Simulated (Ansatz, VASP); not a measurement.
# Two plane-wave programs on Zr

```
Zr
1.0
     3.09127    0.00000    0.00000
    -1.54564    2.67712    0.00000
     0.00000    0.00000   22.00500
Zr
3
Direct
  0.33333 0.66667 0.31811
  0.66667 0.33333 0.43275
  0.33333 0.66667 0.56008
```

Alike in both runs: task single point; functional PBE; dispersion D3(BJ); k mesh 12 × 12 × 1; occupations methfessel-paxton of order 1, width 0.1 eV; no spin polarisation.

|  | VASP | Ansatz |
| --- | --- | --- |
| version | VASP 6.6.1 | Ansatz 0.2.0 |
| potentials or method | VASP PAW PBE potentials, release 64 (Zr_sv), cutoff 400 eV | scalar-relativistic, plane waves, PAW |
| valence electrons in the cell | 36 | 36 |

|  | VASP | Ansatz | Ansatz less VASP |
| --- | --- | --- | --- |
| gap on the k mesh at the Fermi level (eV) | none | none | - |
| rms of the force components (eV/Å) | 0.286 | 0.287 | +0.0003 |

Atom by atom the forces differ by 0.001 eV/Å (rms over components). A gap of «none» marks a metal or a gap that the smearing closes. Ansatz's warnings: vacuum below fermi, xc potential rough in thin density.
